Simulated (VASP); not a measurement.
Input of a VASP 6.6.1 run:

Contents of INCAR:

```
ALGO = Normal
EDIFF = 1E-7
EDIFFG = -0.01
ENCUT = 630
GGA_COMPAT = False
IBRION = 2
ISIF = 3
ISMEAR = -1
LASPH = True
LCHARG = False
LREAL = False
LWAVE = False
NELM = 120
NELMIN = 4
NSW = 60
PREC = Accurate
SIGMA = 0.05
```

File KPOINTS:

```
k-points
0
Gamma
  7 7 5
```

The input POSCAR:

```
CdS
1.0
    4.2611695877      0.0000000000      0.0000000000
   -2.1305847939      3.6902811128      0.0000000000
    0.0000000000      0.0000000000      5.8041729400
Cd S
1 1
Direct
    0.0000000000      0.0000000000      0.4426919200
    0.6666666667      0.3333333333      0.4343080800
```

Potentials or basis: VASP PAW LDA potentials, release 64 (Cd_sv_GW, S).

Launch:

```sh
$ cat potpaw_LDA.64/Cd_sv_GW/POTCAR potpaw_LDA.64/S/POTCAR > POTCAR
$ mpirun -np 1 vasp_std > vasp.out
```

Task: What does it give for the relaxed volume?

Result: 30.63 Å³/atom.

Task: What does it give for the space group after relaxing (to 0.1 Å)?

Result: P-6m2 (No. 187).

Task: What does it give for the band gap on the k mesh?

Result: 0.72 eV (least direct gap 1.04 eV).

Final structure:
```cif
data_structure
_symmetry_space_group_name_H-M 'P 1'
_symmetry_Int_Tables_number 1
_cell_length_a 4.1416
_cell_length_b 4.1416
_cell_length_c 4.1234
_cell_angle_alpha 90.000
_cell_angle_beta 90.000
_cell_angle_gamma 120.000
_cell_volume 61.25
loop_
_atom_site_label
_atom_site_type_symbol
_atom_site_fract_x
_atom_site_fract_y
_atom_site_fract_z
_atom_site_occupancy
Cd1 Cd 0.00000 0.00000 0.43536 1
S1 S 0.66667 0.33333 0.44164 1
```

Caveat: the volume moved by over 15 % at a fixed basis, so the end points are rough; the relaxation moved the vacuum too, so the length across it says nothing of the material; semilocal functionals underestimate gaps, and a narrow one can read as zero. A k mesh can miss the band edges.
